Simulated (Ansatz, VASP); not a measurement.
**Two plane-wave programs on SiBr5**

```
Si Br
1.0
     5.51396    0.00000    0.00000
    -2.75698    4.77523    0.00000
     0.00000    0.00000    9.21301
Si Br
1 5
Direct
  0.00000 0.00000 0.00000
  0.00000 0.50000 0.50000
  0.33333 0.66667 0.00000
  0.66667 0.33333 0.00000
  0.50000 0.00000 0.50000
  0.50000 0.50000 0.50000
```

Change from the starting cell: species swapped into the CeFe5 type (P6/mmm, No. 191).

Alike in both runs: functional PBE; k mesh 12 × 12 × 4; occupations gaussian, width 0.1 eV; no spin polarisation.

Ansatz relaxed the structure, and its values are those at the end. VASP's run is a single point on that final structure, the one shown.

```csv
,VASP,Ansatz
version,VASP 6.6.1,Ansatz 0.2.0
potentials or method,"VASP PAW PBE potentials, release 64 (Si, Br), cutoff 520 eV","scalar-relativistic, plane waves, PAW"
valence electrons in the cell,39,39
```

```csv
,VASP,Ansatz,Ansatz less VASP
gap on the k mesh at the Fermi level (eV),none,none,-
pressure (GPa),0.0,0.0,0.00
```

A gap of «none» marks a metal or a gap that the smearing closes. With one functional, cell and mesh, what is left measures potentials, basis and numerics.
